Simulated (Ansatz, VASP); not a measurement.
# Te5Pd: VASP beside Ansatz

```
Te Pd
1.0
     3.26577    1.88549    5.74867
    -3.26577    1.88549    5.74867
     0.00000   -3.77099    5.74867
Te Pd
5 1
Cartesian
  0.0000 0.0000 2.6117
  0.6881 1.8855 5.7487
  -1.9769 -0.3468 5.7487
  0.0000 0.0000 14.6343
  1.2888 -1.5387 5.7487
  0.0000 0.0000 8.6230
```

Change from the starting cell: species swapped into the Ti5Si type (R32, No. 155).

Alike in both runs: task relaxation of cell and atoms; functional PBE; k mesh 3 × 3 × 3; occupations gaussian, width 0.1 eV; no spin polarisation.

|  | VASP | Ansatz |
| --- | --- | --- |
| version | VASP 6.6.1 | Ansatz 0.2.0 |
| potentials or method | VASP PAW PBE potentials, release 64 (Te, Pd), cutoff 600 eV | scalar-relativistic, plane waves, PAW |
| valence electrons in the cell | 40 | 98 |

|  | VASP | Ansatz | Ansatz less VASP |
| --- | --- | --- | --- |
| gap on the k mesh at the Fermi level, each at its own relaxed structure (eV) | none | none | - |
| relaxed volume (Å³/atom) | 26.58 | 26.49 | -0.087 |
| relaxed length of the cell vector where the two differ most in proportion (Å) | 6.277 | 6.262 | -0.0153 |

A gap of «none» marks a metal or a gap that the smearing closes. VASP's potentials hold 40 valence electrons a cell and Ansatz's 98, so a difference there can come from the potentials and not from the codes.

The k mesh is coarse, so the values compare programs but aren't converged. Neither program's run includes spin-orbit coupling. Noted on VASP's run: the volume moved by over 15 % at a fixed basis, so the end points are rough.
